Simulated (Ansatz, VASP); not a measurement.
**Two plane-wave programs on Y2AsN**

```
Y As N
1.0
     3.78826    0.00000    0.00000
     0.00000    3.78826    0.00000
     0.00000    0.00000    5.39594
Y As N
2 1 1
Direct
  0.00000 0.00000 0.00000
  0.50000 0.50000 0.50000
  0.50000 0.50000 0.00000
  0.00000 0.00000 0.50000
```

Alike in both runs: functional PBEsol; k mesh 12 × 12 × 8; occupations fermi-dirac, width 0.15 eV; no spin polarisation.

Ansatz relaxed the structure, and its values are those at the end. VASP's run is a single point on that final structure, the one shown.

|  | VASP | Ansatz |
| --- | --- | --- |
| version | VASP 6.6.1 | Ansatz 0.2.0 |
| potentials or method | VASP PAW PBE potentials, release 64 (Y_sv, As, N), cutoff 520 eV | scalar-relativistic, plane waves, PAW |
| valence electrons in the cell | 32 | 42 |

```tsv
	VASP	Ansatz	Ansatz less VASP
gap on the k mesh at the Fermi level (eV)	none	none	-
pressure (GPa)	0.1	0.0	-0.08
```

VASP's potentials were made for PBE, not for PBEsol. A gap of «none» marks a metal or a gap that the smearing closes. With one functional, cell and mesh, what is left measures potentials, basis and numerics. VASP's potentials hold 32 valence electrons a cell and Ansatz's 42, so a difference there can come from the potentials and not from the codes.
